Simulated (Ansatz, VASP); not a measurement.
## SnTe: VASP beside Ansatz

The input POSCAR:

```
SnTe
1.0
    0.0677089875      3.6111460000      3.6111460000
    3.6788549875      0.0000000000      3.6788549875
    3.6111460000      3.6111460000      0.0677089875
Sn Te
1 1
Direct
    0.0000000000      0.0000000000      0.0000000000
    0.7500000000      0.7500000000      0.7500000000
```

Contents of INCAR.step1:

```
PREC = Accurate
ENCUT = 520
ISMEAR = 0
SIGMA = 0.03
LREAL = F
LASPH = T
NELM = 100
NBANDS = 17
GGA = PE
ALGO = Normal
EDIFF = 1E-4
LWAVE = T
LCHARG = F
```

File INCAR.step2:

```
PREC = Accurate
ENCUT = 520
EDIFF = 1E-6
ISMEAR = 0
SIGMA = 0.03
LREAL = F
LASPH = T
NELM = 100
ALGO = Normal
ISIF = 2
LWAVE = F
LCHARG = F
METAGGA = R2SCAN
LMIXTAU = T
NBANDS = 17
ISTART = 1
```

KPOINTS

```
regular mesh
0
Gamma
  8 8 8
```

Input for Ansatz:

```yaml
crystal:
  lattice:
    - [0.0677089875, 3.611146, 3.611146]
    - [3.6788549875, 0.0, 3.6788549875]
    - [3.611146, 3.611146, 0.0677089875]
  atoms:
    - { symbol: Sn, position: [0.0, 0.0, 0.0] }
    - { symbol: Te, position: [0.75, 0.75, 0.75] }
basis:
  ecutwfc: 500
kpoints:
  mp_grid: { grid: [8, 8, 8] }
hamiltonian:
  xc: r2scan
scf:
  occupations: { method: gaussian, width: 0.03 }
output:
  forces: true
  stress: true
  eigenvalues: true
```

Change from the starting cell: strain +0.0375 x Voigt [0, 0, 0, 0, 1, 0], atoms carried along.

Alike in both runs: task single point; functional r2SCAN; k mesh 8 × 8 × 8; occupations gaussian, width 0.03 eV; no spin polarisation.

```csv
,VASP,Ansatz
version,VASP 6.6.1,Ansatz 0.2.0
potentials or method,"VASP PAW PBE potentials, release 64 (Sn_d, Te), cutoff 520 eV","scalar-relativistic, plane waves, PAW"
valence electrons in the cell,20,30
```

|  | VASP | Ansatz | Ansatz less VASP |
| --- | --- | --- | --- |
| gap on the k mesh at the Fermi level (eV) | 0.16 | 0.17 | +0.003 |
| least direct gap on the mesh (eV) | 0.90 | 0.90 | +0.002 |
| pressure (GPa) | -0.6 | -0.6 | +0.01 |
| traceless stress, the component that is largest in VASP (GPa) | 0.10 | 0.11 | +0.015 |
| rms of the force components (eV/Å) | 0.071 | 0.069 | -0.0017 |

VASP's potentials were made for PBE, not for r2SCAN. Atom by atom the forces differ by 0.002 eV/Å (rms over components). With one functional, cell and mesh, what is left measures potentials, basis and numerics. VASP's potentials hold 20 valence electrons a cell and Ansatz's 30, so a difference there can come from the potentials and not from the codes.

Spin-orbit coupling is off throughout.
